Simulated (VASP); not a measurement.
Input of a VASP 6.6.1 run:

The input POSCAR:

```
SnTe
1.0
    0.0000000000      3.1082657258      3.1082657258
    3.1082657258      0.0000000000      3.1082657258
    3.1082657258      3.1082657258      0.0000000000
Te Sn
1 1
Direct
    0.5000000000      0.5000000000      0.5000000000
    0.0000000000      0.0000000000      0.0000000000
```

INCAR.step1

```
ALGO = Normal
EDIFF = 1E-5
ENCUT = 520
GGA = PE
ISIF = 2
ISMEAR = -1
LASPH = T
LCHARG = F
LREAL = F
LWAVE = T
NBANDS = 17
NELM = 60
PREC = Accurate
SIGMA = 0.05
```

INCAR.step2

```
AEXX = 0.25
ALGO = Normal
EDIFF = 1E-7
ENCUT = 520
GGA = PE
ISIF = 2
ISMEAR = -1
ISTART = 1
LASPH = T
LCHARG = F
LHFCALC = T
LREAL = F
LWAVE = F
NBANDS = 17
NELM = 60
PREC = Accurate
PRECFOCK = Normal
SIGMA = 0.05
```

The input KPOINTS:

```
k-points
0
Gamma
  4 4 4
```

Potentials or basis: VASP PAW PBE potentials, release 64 (Te, Sn_d).

Run with:

```sh
$ cat potpaw_PBE.64/Te/POTCAR potpaw_PBE.64/Sn_d/POTCAR > POTCAR
$ cp INCAR.step1 INCAR
$ mpirun -np 1 vasp_std > vasp.out
$ cp INCAR.step2 INCAR
$ mpirun -np 1 vasp_std > vasp.out
```

Task: What does it give for the pressure?

Result: 2.0 GPa.

Task: What does it give for the band gap on the k mesh?

Result: 0.79 eV.

Caveat: the k points lie up to 0.44 Å⁻¹ apart; the PAW data sets were made with another functional, which shifts forces and pressure a little; spin-orbit coupling is left out, which moves the levels of the heavy elements. A k mesh can miss the band edges.
